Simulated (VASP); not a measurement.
Set up this calculation in VASP 6.6.1, as the native input.

```
Task                   : single point
Functional             : PBE
Potentials or basis    : VASP PAW PBE potentials, release 64 (Cd, Se)
Cutoff                 : 520 eV
k mesh                 : 6 × 6 × 6
Occupations            : gaussian, width 0.2 eV
Spin                   : no spin polarisation
Dipole correction      : no
Further INCAR settings : ALGO = Normal; EDIFF = 1e-07; NBANDS = 16
```

The structure of CdSe lies in POSCAR:

```
CdSe
1.0
    0.0000000000      2.8429458735      2.8429458735
    2.8429458735      0.0000000000      2.8429458735
    2.8429458735      2.8429458735      0.0000000000
Cd Se
1 1
Direct
    0.0000000000      0.0000000000      0.0000000000
    0.5000000000      0.5000000000      0.5000000000
```

One way to write it, as run:

INCAR

```
  PREC = Accurate
  ENCUT = 520
  EDIFF = 1E-7
  ISMEAR = 0
  SIGMA = 0.2
  LREAL = F
  LASPH = T
  NELM = 60
  ALGO = Normal
  ISIF = 2
  LWAVE = F
  LCHARG = F
  GGA = PE
  NBANDS = 16
```

KPOINTS

```
regular mesh
0
Gamma
  6 6 6
```

Potentials or basis: VASP PAW PBE potentials, release 64 (Cd, Se).

The run is started by

```sh
$ cat potpaw_PBE.64/Cd/POTCAR potpaw_PBE.64/Se/POTCAR > POTCAR
$ mpirun -np 1 vasp_std > vasp.out
```

It gave:

```json
{"Pressure": "2.2 GPa", "Band gap on the k mesh": "zero (bands 9 and 10 overlap by 0.41 eV)"}
```

Caveat: semilocal functionals underestimate gaps, so a narrow gap can read as zero.

Run time: 7.1 s on 1 thread of Intel(R) Xeon(R) 6975P-C (Granite Rapids), on a shared host, peak memory 0.16 GiB.
